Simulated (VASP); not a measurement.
# Si7H4Cl in VASP: further runs

Runs on Si7H4Cl. Level: PBEsol. Tasks: single point.

All numbers are computed with VASP 6.6.1; they aren't measurements. Logs are shortened: lines on timing, memory, paths and dates and some standing lists are left out, and cuts for length are marked.

### Step 1. The cell of the first run

The cell holds a slab with vacuum, 36 atoms: a = 7.679 Å, b = 7.679 Å, c = 21.220 Å, α = 90.00°, β = 90.00°, γ = 90.00°.

### Step 2. Single point, PBEsol, collinear spin, zero start

The input, INCAR:

```
SYSTEM = Si7H4Cl
PREC = Accurate ; ENCUT = 400
EDIFF = 1E-6 ; ISMEAR = -1
SIGMA = 0.02 ; LREAL = Auto
LASPH = .True. ; NELM = 200
ALGO = Normal ; ISIF = 2
LWAVE = .False. ; LCHARG = .False.
ISPIN = 2 ; MAGMOM = 0 0 0 0 0 0 0 0 0 0 0 0 0 0 0 0 0 0 0 0 0 0 0 0 0 0 0 0 0 0 0 0 0 0 0 0
LORBIT = 11 ; GGA = PS
NBANDS = 86 ; GGA_COMPAT = .False.
NELMDL = -8
```

The input, KPOINTS:

```
Automatic mesh
0
Gamma
  2 2 1
  0 0 0
```

The input, POSCAR:

```
Si7H4Cl
1.0
    7.6791800000      0.0000000000      0.0000000000
    0.0000000000      7.6791800000      0.0000000000
    0.0000000000      0.0000000000     21.2197350000
H Si Cl
12 21 3
Direct
    0.4093920184      0.0000000000      0.0471259420
    0.0906079816      0.0000000000      0.0471259420
    0.9093920184      0.0000000000      0.0471259420
    0.5906079816      0.0000000000      0.0471259420
    0.4093920184      0.5000000000      0.0471259420
    0.0906079816      0.5000000000      0.0471259420
    0.9093920184      0.5000000000      0.0471259420
    0.5906079816      0.5000000000      0.0471259420
    0.9546783641      0.3402696642      0.5642123712
    1.0223029021      0.6513903828      0.5651146916
    0.7215091976      0.5539140898      0.5774171072
    0.9310939449      0.5064677479      0.6618793779
    0.2500000000      0.0000000000      0.0879134447
    0.7500000000      0.0000000000      0.0879134447
    0.2500000000      0.5000000000      0.0879134447
    0.7500000000      0.5000000000      0.0879134447
    0.2497615631      0.2491473048      0.1494393780
    0.7498919155      0.2505801401      0.1492668971
    0.2499496040      0.7502211174      0.1532412634
    0.7499680956      0.7498325342      0.1526473823
   -0.0001282689      0.2485438549      0.2109344909
    0.4997256217      0.2484497043      0.2108322748
   -0.0013264437      0.7478543282      0.2180013087
    0.5012255215      0.7478116153      0.2179762848
   -0.0050030081      0.0051845379      0.2782958882
    0.5050577015      0.0052001646      0.2782237384
   -0.0027398759      0.4898562086      0.2781633230
    0.5025587367      0.4896926495      0.2780495609
    0.2500618556      0.1120283676      0.3165414648
    0.7499886707      0.0944572207      0.3360382210
    0.2499371027      0.4133204327      0.3324779504
    0.7498070106      0.4084980428      0.3346499379
    0.9075139533      0.5127556588      0.5919116803
    0.7498001089      0.0102802643      0.4285445129
    0.2491366266      0.4938520780      0.4255632787
    0.7475141877      0.5000713618      0.4262738437
```

Potentials or basis: VASP PAW PBE potentials, release 64 (H, Si, Cl).

On the command line:

```sh
$ cat potpaw_PBE.64/H/POTCAR potpaw_PBE.64/Si/POTCAR potpaw_PBE.64/Cl/POTCAR > POTCAR
$ mpirun -np 1 vasp_std > vasp.out
```

OUTCAR:

```text
SYSTEM = Si7H4Cl
   PREC = Accurate
   ENCUT = 400
   EDIFF = 1E-6
   ISMEAR = -1
   LREAL = Auto
   LASPH = .True.
   NELM = 200
   ISIF = 2
   ISPIN = 2
   LORBIT = 11
   GGA = PS
   NELMDL = -8

 ion  position               nearest neighbor table
   1  0.409  0.000  0.047-  13 1.50
   2  0.091  0.000  0.047-  13 1.50
   3  0.909  0.000  0.047-  14 1.50
   4  0.591  0.000  0.047-  14 1.50
   5  0.409  0.500  0.047-  15 1.50
   6  0.091  0.500  0.047-  15 1.50
   7  0.909  0.500  0.047-  16 1.50
   8  0.591  0.500  0.047-  16 1.50
   9  0.955  0.340  0.564-  33 1.49
  10  0.022  0.651  0.565-  33 1.49
  11  0.722  0.554  0.577-  33 1.49
  12  0.931  0.506  0.662-  33 1.50
  13  0.250  0.000  0.088-   1 1.50   2 1.50  17 2.32  19 2.37
  14  0.750  0.000  0.088-   3 1.50   4 1.50  18 2.32  20 2.36
  15  0.250  0.500  0.088-   5 1.50   6 1.50  17 2.33  19 2.37
  16  0.750  0.500  0.088-   7 1.50   8 1.50  18 2.32  20 2.36
  17  0.250  0.249  0.149-  13 2.32  22 2.32  21 2.32  15 2.33
[... 5 lines left out ...]
  23  0.999  0.748  0.218-  25 2.35  27 2.36  20 2.36  19 2.37
  24  0.501  0.748  0.218-  26 2.35  28 2.36  20 2.36  19 2.37
  25  0.995  0.005  0.278-  29 2.27  30 2.35  21 2.35  23 2.35
  26  0.505  0.005  0.278-  29 2.27  30 2.35  22 2.35  24 2.35
  27  0.997  0.490  0.278-  32 2.33  31 2.33  21 2.34  23 2.36
  28  0.503  0.490  0.278-  32 2.33  31 2.33  22 2.34  24 2.36
  29  0.250  0.112  0.317-  25 2.27  26 2.27  31 2.34  22 3.13  21 3.13
  30  0.750  0.094  0.336-  34 2.07  25 2.35  26 2.35  32 2.41
  31  0.250  0.413  0.332-  35 2.07  27 2.33  28 2.33  29 2.34
  32  0.750  0.408  0.335-  36 2.07  28 2.33  27 2.33  30 2.41
  33  0.908  0.513  0.592-   9 1.49  10 1.49  11 1.49  12 1.50
  34  0.750  0.010  0.429-  30 2.07
  35  0.249  0.494  0.426-  31 2.07
  36  0.748  0.500  0.426-  32 2.07

  LATTYP: Found a simple tetragonal cell.
 ALAT       =     7.6791800000
 C/A-ratio  =     2.7632813660

  Lattice vectors:

 A1 = (   7.6791800000,   0.0000000000,   0.0000000000)
 A2 = (   0.0000000000,   7.6791800000,   0.0000000000)
 A3 = (   0.0000000000,   0.0000000000,  21.2197350000)

Analysis of symmetry for initial positions (statically):
=====================================================================
 Subroutine PRICEL returns:
 Original cell was already a primitive cell.

 Routine SETGRP: Setting up the symmetry group for a
 simple tetragonal supercell.

 Subroutine GETGRP returns: Found  1 space group operations
 (whereof  1 operations were pure point group operations)
 out of a pool of 16 trial point group operations.

The static configuration has the point symmetry C_1 .

Analysis of symmetry for dynamics (positions and initial velocities):
=====================================================================
 Subroutine PRICEL returns:
 Original cell was already a primitive cell.

 Routine SETGRP: Setting up the symmetry group for a
 simple tetragonal supercell.

 Subroutine GETGRP returns: Found  1 space group operations
 (whereof  1 operations were pure point group operations)
 out of a pool of 16 trial point group operations.

The dynamic configuration has the point symmetry C_1 .

Analysis of structural, dynamic, and magnetic symmetry:
=====================================================================
 Subroutine PRICEL returns:
 Original cell was already a primitive cell.

 Routine SETGRP: Setting up the symmetry group for a
 simple tetragonal supercell.

 Subroutine GETGRP returns: Found  1 space group operations
 (whereof  1 operations were pure point group operations)
 out of a pool of 16 trial point group operations.

The overall configuration has the point symmetry C_1 .

 Subroutine INISYM returns: Found  1 space group operations
 (whereof  1 operations are pure point group operations),
 and found     1 'primitive' translations

----------------------------------------------------------------------------------------

                                     Primitive cell

  volume of cell :    1251.3236

  direct lattice vectors                    reciprocal lattice vectors
     7.679180000  0.000000000  0.000000000     0.130222237  0.000000000  0.000000000
     0.000000000  7.679180000  0.000000000     0.000000000  0.130222237  0.000000000
     0.000000000  0.000000000 21.219735000     0.000000000  0.000000000  0.047125942

  length of vectors
     7.679180000  7.679180000 21.219735000     0.130222237  0.130222237  0.047125942

  position of ions in fractional coordinates (direct lattice)
     0.409392018  0.000000000  0.047125942
     0.090607982  0.000000000  0.047125942
[... 117 lines left out ...]
   ICHARG =      2    charge: 1-file 2-atom 10-const
   ISPIN  =      2    spin polarized calculation?
   LNONCOLLINEAR =      F non collinear calculations
   LSORBIT =      F    spin-orbit coupling
   LASPH  =      T    aspherical Exc in radial PAW
   ENCUT  =  400.0 eV  29.40 Ry    5.42 a.u.  12.52 12.52 34.60*2*pi/ulx,y,z
[... 21 lines left out ...]
     AMIX_MAG =   1.60;   BMIX_MAG =  1.00
  volume/ion in A,a.u.               =      34.76       234.57
  Fermi-wavevector in a.u.,A,eV,Ry     =   0.743042  1.404146  7.511939  0.552112
  Thomas-Fermi vector in A             =   1.838064
   LORBIT       =     11    0 simple, 1 ext, 2 COOP (PROOUT), +10 PAW based schemes
   GGA     = PS    functional components
   LHFCALC =     F    Hartree Fock is set to
   AEXX    =    0.0000 exact exchange contribution
   IVDW    =     0    specifies the selected vdW correction
   LEPSILON=     F    determine dielectric tensor
   LRPA    =     F    only Hartree local field effects (RPA)
 spin polarized calculation
  energy-cutoff  :      400.00
  volume of cell :     1251.32
 maximum number of plane-waves:     22797
   NGX = 25   NGY = 25   NGZ = 69

 number of electron     116.9999973 magnetization      -0.0000000

 number of electron     116.9999973 magnetization       0.0000000

 Free energy of the ion-electron system (eV)
  ---------------------------------------------------
  ext. energy  EPLUGINS =         0.00000000
  ---------------------------------------------------
  free energy    TOTEN  =      -165.20562220 eV

  energy without entropy =     -165.20555396  energy(sigma->0) =     -165.20558808

 E-fermi :  -0.4486     XC(G=0):  -4.8665

 val. band max:       -0.6059047740   @ k =   0.0000   0.5000   0.0000
 cond. band min:      -0.2913361875   @ k =   0.5000   0.0000   0.0000
 fundamental gap:      0.3145685865
 Fermi energy:        -0.4486002737

 spin component 1

 k-point     1 :       0.0000    0.0000    0.0000
  band No.  band energies     occupation
      1     -16.7267      1.00000
      2     -16.6076      1.00000
      3     -16.5134      1.00000
      4     -12.5428      1.00000
      5     -11.3605      1.00000
      6     -10.7280      1.00000
[... 281 lines left out ...]
     69       2.4687      0.00000
     70       2.5767      0.00000
 Fermi energy:        -0.4486002737

 spin component 2

 k-point     1 :       0.0000    0.0000    0.0000
  band No.  band energies     occupation
      1     -16.7267      1.00000
      2     -16.6076      1.00000
      3     -16.5134      1.00000
      4     -12.5428      1.00000
      5     -11.3605      1.00000
      6     -10.7280      1.00000
[... 281 lines left out ...]
     69       2.4687      0.00000
     70       2.5767      0.00000
 [bands above 70 left out]

------------------------ aborting loop because EDIFF is reached ----------------------------------------

  FORCE on cell =-STRESS in cart. coord.  units (eV):
  Direction    XX          YY          ZZ          XY          YZ          ZX
  --------------------------------------------------------------------------------------
  -------------------------------------------------------------------------------------
  Total       18.7048691      0.0447580     -0.2464144      0.0172308     -0.0707005      0.0724488
  in kB       23.9494533      0.0573075     -0.3155055      0.0220621     -0.0905240      0.0927624
  external PRESSURE =       7.8970851 kB  Pullay stress =       0.0000000 kB

 VOLUME and BASIS-vectors are now :
 -----------------------------------------------------------------------------
  energy-cutoff  :      400.00
  volume of cell :     1251.32
      direct lattice vectors                 reciprocal lattice vectors
     7.679180000  0.000000000  0.000000000     0.130222237  0.000000000  0.000000000
     0.000000000  7.679180000  0.000000000     0.000000000  0.130222237  0.000000000
     0.000000000  0.000000000 21.219735000     0.000000000  0.000000000  0.047125942

 POSITION                                       TOTAL-FORCE (eV/Angst)
 -----------------------------------------------------------------------------------
      3.14379      0.00000      1.00000        -0.473743     -0.073262     -0.038949
      0.69580      0.00000      1.00000         0.474603     -0.075748     -0.041289
      6.98338      0.00000      1.00000        -0.483545     -0.070960     -0.050331
      4.53539      0.00000      1.00000         0.484123     -0.071349     -0.051044
      3.14379      3.83959      1.00000        -0.472124      0.068522     -0.037319
      0.69580      3.83959      1.00000         0.472842      0.070212     -0.038871
[... 28 lines left out ...]
      1.91317      3.79238      9.03034        -0.000637     -0.007422     -0.023237
      5.74030      3.84014      9.04542         0.000301     -0.009267     -0.017881
 -----------------------------------------------------------------------------------
    total drift:                                0.000772      0.000452      0.005223

  FREE ENERGIE OF THE ION-ELECTRON SYSTEM (eV)
  ---------------------------------------------------
  free  energy   TOTEN  =      -165.2056222023 eV

  energy  without entropy=     -165.2055539638  energy(sigma->0) =     -165.20558808

 total charge

# of ion       s       p       d       tot
------------------------------------------
    1        0.559   0.018   0.000   0.576
    2        0.559   0.018   0.000   0.576
    3        0.559   0.018   0.000   0.577
    4        0.559   0.018   0.000   0.577
    5        0.559   0.018   0.000   0.576
    6        0.559   0.018   0.000   0.576
[... 28 lines left out ...]
   35        1.596   3.504   0.000   5.100
   36        1.596   3.503   0.000   5.099
--------------------------------------------------
tot         27.249  30.739   0.000  57.988

 magnetization (x)

# of ion       s       p       d       tot
------------------------------------------
    1       -0.000  -0.000   0.000  -0.000
    2        0.000  -0.000   0.000   0.000
    3       -0.000  -0.000   0.000  -0.000
    4       -0.000  -0.000   0.000  -0.000
    5       -0.000  -0.000   0.000  -0.000
    6       -0.000  -0.000   0.000  -0.000
[... 28 lines left out ...]
   35       -0.000   0.000   0.000   0.000
   36        0.000   0.000   0.000   0.000
--------------------------------------------------
tot         -0.000   0.000   0.000   0.000
```

It took 14 min on 1 thread of Intel Xeon 6975P-C (Granite Rapids), shared host; peak memory 1.2 GiB.

What came out:

```
Free energy                                           : -165.2056 eV
Largest force                                         : 0.497 eV/Å
Net moment                                            : 0.00 μB per cell
Valence electrons inside the program's atomic spheres : H 0.58, 0.57 (each value once); Si 1.75, 1.76, 1.72, 1.73, 1.68, 1.69, 1.70, 1.67, 1.71, 1.63, 1.64, 1.77 (each value once); Cl 5.10
```

Forces in eV/Å, atoms in the order of the input:
```
H   -0.474 -0.073 -0.039
H    0.475 -0.076 -0.041
H   -0.484 -0.071 -0.050
H    0.484 -0.071 -0.051
H   -0.472  0.069 -0.037
H    0.473  0.070 -0.039
H   -0.486  0.080 -0.066
H    0.486  0.080 -0.066
H    0.003 -0.012 -0.002
H    0.008  0.007 -0.008
H   -0.010  0.002 -0.002
H    0.005  0.001  0.011
Si  -0.005 -0.165  0.108
Si  -0.001 -0.086  0.082
Si  -0.003  0.112  0.167
Si   0.000  0.137 -0.013
Si   0.000  0.000  0.000
Si   0.000  0.002  0.000
Si   0.000  0.001 -0.003
Si   0.000  0.001 -0.001
Si  -0.001 -0.002 -0.002
Si   0.001 -0.001  0.000
Si   0.000  0.000  0.002
Si   0.001  0.000  0.001
Si  -0.004 -0.005 -0.006
Si   0.002 -0.006 -0.002
Si   0.000  0.005 -0.003
Si   0.000  0.006  0.000
Si   0.000 -0.004  0.012
Si  -0.001 -0.018  0.035
Si   0.000  0.016  0.037
Si  -0.001  0.014  0.038
Si   0.002 -0.003  0.002
Cl   0.002  0.008 -0.023
Cl  -0.001 -0.007 -0.023
Cl   0.000 -0.009 -0.018
```

Levels at points of the mesh, in eV from the Fermi level:
Spin up:
| k point | band 56 | band 57 | band 58 | band 59 | band 60 | band 61 |
| --- | --- | --- | --- | --- | --- | --- |
| (0.00, 0.00, 0.00) | -1.35 | -1.26 | -0.97 | -0.28 | 0.44 | 0.75 |
| (0.50, 0.00, 0.00) | -1.38 | -1.24 | -1.23 | 0.16 | 1.23 | 1.25 |
| (0.00, 0.50, 0.00) | -1.73 | -1.04 | -0.88 | -0.16 | 0.84 | 0.95 |
| (0.50, 0.50, 0.00) | -1.84 | -1.60 | -1.48 | 0.33 | 1.45 | 1.47 |
Spin down:
```
           k point  band 55  band 56  band 57  band 58  band 59  band 60  band 61  band 62
(0.00, 0.00, 0.00)    -1.43    -1.35    -1.26    -0.97    -0.28     0.44     0.75     0.80
(0.50, 0.00, 0.00)    -1.48    -1.38    -1.24    -1.23     0.16     1.23     1.25     1.51
(0.00, 0.50, 0.00)    -1.78    -1.73    -1.04    -0.88    -0.16     0.84     0.95     1.31
(0.50, 0.50, 0.00)    -1.92    -1.84    -1.60    -1.48     0.33     1.45     1.47     1.59
```

Caveat: the k points lie up to 0.41 Å⁻¹ apart; the PAW data sets were made with another functional, which shifts forces and pressure a little.

### Step 3. Single point, PBEsol, collinear spin, zero start

The input, INCAR:

```
SYSTEM = Si7H4Cl
ALGO = Normal
EDIFF = 1E-6
ENCUT = 400
GGA = PS
GGA_COMPAT = .FALSE.
ISIF = 2
ISMEAR = -1
ISPIN = 2
LASPH = .TRUE.
LCHARG = .TRUE.
LELF = .TRUE.
LORBIT = 11
LREAL = Auto
LVHAR = .TRUE.
LWAVE = .FALSE.
MAGMOM = 0 0 0 0 0 0 0 0 0 0 0 0 0 0 0 0 0 0 0 0 0 0 0 0 0 0 0 0 0 0 0 0 0 0 0 0
NBANDS = 86
NELM = 200
NELMDL = -8
PREC = Accurate
SIGMA = 0.02
```

The input, KPOINTS:

```
k-points
0
G
  2 2 1
  0 0 0
```

The input, POSCAR:

```
Si7H4Cl
1.0
    7.6791800000      0.0000000000      0.0000000000
    0.0000000000      7.6791800000      0.0000000000
    0.0000000000      0.0000000000     21.2197350000
H Si Cl
12 21 3
Direct
    0.4093920184      0.0000000000      0.0471258948
    0.0906079816      0.0000000000      0.0471258948
    0.9093920184      0.0000000000      0.0471258948
    0.5906079816      0.0000000000      0.0471258948
    0.4093920184      0.5000000000      0.0471258948
    0.0906079816      0.5000000000      0.0471258948
    0.9093920184      0.5000000000      0.0471258948
    0.5906079816      0.5000000000      0.0471258948
    0.7470883610      0.3353499983      0.5706660333
    0.8232998836      0.6444051318      0.5697672473
    0.5198870192      0.5559021927      0.5824595359
    0.7281195388      0.5064535536      0.6673215759
    0.2500000000      0.0000000000      0.0879133976
    0.7500000000      0.0000000000      0.0879133976
    0.2500000000      0.5000000000      0.0879133976
    0.7500000000      0.5000000000      0.0879133976
    0.2500513076      0.2490980808      0.1493888119
    0.7500427129      0.2505970690      0.1492484237
    0.2500492240      0.7502491151      0.1531873984
    0.7500442756      0.7498400871      0.1526421984
    0.0001946822      0.2485534914      0.2108168646
    0.4999153555      0.2485678158      0.2108276093
   -0.0011451744      0.7479545993      0.2179372174
    0.5012610721      0.7479588967      0.2179414116
   -0.0048527317      0.0053223131      0.2781938606
    0.5050332197      0.0053199691      0.2781980077
   -0.0022895674      0.4898720957      0.2780050269
    0.5026220247      0.4898951451      0.2780214268
    0.2500916765      0.1119480205      0.3166436810
    0.7500976667      0.0946792496      0.3359243176
    0.2501855667      0.4132847518      0.3324844066
    0.7501915569      0.4087903917      0.3344161932
    0.7045696285      0.5102410674      0.5973427566
    0.7500776125      0.0113345435      0.4285129385
    0.2506266294      0.4937044059      0.4255653523
    0.7514462482      0.5019055420      0.4258365620
```

Potentials or basis: VASP PAW PBE potentials, release 64 (H, Si, Cl).

On the command line:

```sh
$ cat potpaw_PBE.64/H/POTCAR potpaw_PBE.64/Si/POTCAR potpaw_PBE.64/Cl/POTCAR > POTCAR
$ mpirun -np 1 vasp_std > vasp.out
```

It took 46 min on 1 thread of Intel Xeon 8259CL, shared host; peak memory 1.2 GiB.

The run converged. Its results:

```
Free energy                                           : -165.2003 eV
Largest force                                         : 0.497 eV/Å
Net moment                                            : 0.00 μB per cell
Valence electrons inside the program's atomic spheres : H 0.58, 0.57 (each value once); Si 1.75, 1.76, 1.72, 1.73, 1.68, 1.69, 1.70, 1.67, 1.71, 1.63, 1.64, 1.77 (each value once); Cl 5.10
```

Forces in eV/Å, atoms in the order of the input:
```
H   -0.475 -0.075 -0.041
H    0.474 -0.074 -0.040
H   -0.484 -0.071 -0.051
H    0.483 -0.071 -0.050
H   -0.473  0.070 -0.039
H    0.472  0.070 -0.038
H   -0.486  0.080 -0.066
H    0.486  0.081 -0.066
H    0.003 -0.016  0.002
H    0.006  0.004 -0.004
H   -0.011  0.000 -0.005
H    0.000  0.003  0.016
Si   0.002 -0.168  0.096
Si   0.002 -0.086  0.079
Si   0.001  0.111  0.160
Si   0.001  0.139 -0.016
Si   0.000  0.004  0.002
Si   0.000  0.001  0.001
Si   0.000  0.002  0.000
Si   0.000  0.002 -0.002
Si   0.001  0.000  0.002
Si   0.002  0.000  0.002
Si   0.000 -0.002  0.003
Si   0.001 -0.002  0.002
Si  -0.004 -0.007  0.000
Si   0.003 -0.007  0.000
Si  -0.004  0.004 -0.003
Si   0.001  0.004 -0.003
Si   0.000 -0.003  0.009
Si  -0.001 -0.010  0.035
Si  -0.001  0.016  0.036
Si  -0.001  0.014  0.037
Si  -0.003  0.001  0.004
Cl   0.000  0.004 -0.015
Cl   0.000 -0.007 -0.023
Cl   0.001 -0.011 -0.022
```

Levels at points of the mesh, in eV from the Fermi level:
Spin up:
| k point | band 55 | band 56 | band 57 | band 58 | band 59 | band 60 | band 61 | band 62 |
| --- | --- | --- | --- | --- | --- | --- | --- | --- |
| (0.00, 0.00, 0.00) | -1.43 | -1.35 | -1.26 | -0.97 | -0.28 | 0.44 | 0.75 | 0.80 |
| (0.50, 0.00, 0.00) | -1.47 | -1.38 | -1.24 | -1.23 | 0.16 | 1.23 | 1.25 | 1.51 |
| (0.00, 0.50, 0.00) | -1.78 | -1.73 | -1.04 | -0.87 | -0.16 | 0.84 | 0.95 | 1.31 |
| (0.50, 0.50, 0.00) | -1.92 | -1.84 | -1.60 | -1.48 | 0.33 | 1.46 | 1.47 | 1.59 |
Spin down:
```
           k point  band 54  band 55  band 56  band 57  band 58  band 59  band 60  band 61  band 62  band 63
(0.00, 0.00, 0.00)    -1.58    -1.43    -1.35    -1.26    -0.97    -0.28     0.44     0.75     0.80     1.30
(0.50, 0.00, 0.00)    -1.95    -1.47    -1.38    -1.24    -1.23     0.16     1.23     1.25     1.51     1.65
(0.00, 0.50, 0.00)    -2.14    -1.78    -1.73    -1.04    -0.87    -0.16     0.84     0.95     1.31     1.45
(0.50, 0.50, 0.00)    -1.92    -1.92    -1.84    -1.60    -1.48     0.33     1.46     1.47     1.59     1.71
```

Caveat: the k points lie up to 0.41 Å⁻¹ apart; the PAW data sets were made with another functional, which shifts forces and pressure a little.
